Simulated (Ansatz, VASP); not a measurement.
MgH2: VASP beside Ansatz

POSCAR

```
MgH2
1.0
    4.5168000000      0.0000000000      0.0000000000
    0.0000000000      4.5168000000      0.0000000000
    0.0000000000      0.0000000000      3.0205000000
Mg H
2 4
Direct
    0.0000000000      0.0000000000      0.0000000000
    0.5000000000      0.5000000000      0.5000000000
    0.3060000000      0.3060000000      0.0000000000
    0.1940000000      0.8060000000      0.5000000000
    0.6940000000      0.6940000000      0.0000000000
    0.8060000000      0.1940000000      0.5000000000
```

INCAR.step1

```
SYSTEM = MgH2
  PREC = Accurate
  ENCUT = 660
  ISMEAR = 0
  SIGMA = 0.02
  LREAL = .False.
  LASPH = .True.
  NELM = 120
  GGA = PE
  ALGO = Normal
  EDIFF = 1E-5
  LWAVE = .True.
  LCHARG = .False.
  GGA_COMPAT = .False.
  IBRION = 2
  ISIF = 3
  EDIFFG = -0.005
  NELMIN = 4
  NSW = 100
```

File INCAR.step2:

```
SYSTEM = MgH2
  PREC = Accurate
  ENCUT = 660
  EDIFF = 1E-7
  ISMEAR = 0
  SIGMA = 0.02
  LREAL = .False.
  LASPH = .True.
  NELM = 120
  ALGO = Normal
  ISIF = 3
  LWAVE = .False.
  LCHARG = .False.
  METAGGA = R2SCAN
  LMIXTAU = .True.
  IBRION = 2
  NSW = 100
  EDIFFG = -0.005
  ISTART = 1
  GGA_COMPAT = .False.
  NELMIN = 4
```

The input KPOINTS:

```
Automatic mesh
0
Gamma
  6 6 8
  0 0 0
```

Input for Ansatz:

```yaml
crystal:
  lattice:
    - [4.5168, 0.0, 0.0]
    - [0.0, 4.5168, 0.0]
    - [0.0, 0.0, 3.0205]
  atoms:
    - { symbol: Mg, position: [0.0, 0.0, 0.0] }
    - { symbol: Mg, position: [0.5, 0.5, 0.5] }
    - { symbol: H, position: [0.306, 0.306, 0.0] }
    - { symbol: H, position: [0.194, 0.806, 0.5] }
    - { symbol: H, position: [0.694, 0.694, 0.0] }
    - { symbol: H, position: [0.806, 0.194, 0.5] }
basis:
  ecutwfc: 500
kpoints:
  mp_grid: { grid: [6, 6, 8] }
hamiltonian:
  xc: r2scan
scf:
  occupations: { method: gaussian, width: 0.02 }
output:
  forces: true
  stress: true
  eigenvalues: true
relax:
  adjacent_minimum: "off"
  f_tol: 0.005
  max_steps: 80
  cell: { stress_tol: 0.05 }
```

Alike in both runs: task relaxation of cell and atoms; functional r2SCAN; k mesh 6 × 6 × 8; occupations gaussian, width 0.02 eV; no spin polarisation.

|  | VASP | Ansatz |
| --- | --- | --- |
| version | VASP 6.6.1 | Ansatz 0.2.0 |
| potentials or method | VASP PAW PBE potentials, release 64 (Mg, H), cutoff 660 eV | scalar-relativistic, plane waves, PAW |
| valence electrons in the cell | 8 | 24 |

Ansatz gave:

| Item | Value |
| --- | --- |
| gap on the k mesh at the Fermi level, each at its own relaxed structure (eV) | 4.48 |
| relaxed volume (Å³/atom) | 10.05 |
| relaxed cell length with the largest relative difference (Å) | 4.485 |

Problem. Which values does VASP return?

Solution. gap on the k mesh at the Fermi level, each at its own relaxed structure (eV): 4.47; relaxed volume (Å³/atom): 9.99; relaxed cell length with the largest relative difference (Å): 4.477.

VASP's potentials were made for PBE, not for r2SCAN. VASP's potentials hold 8 valence electrons a cell and Ansatz's 24, so a difference there can come from the potentials and not from the codes.
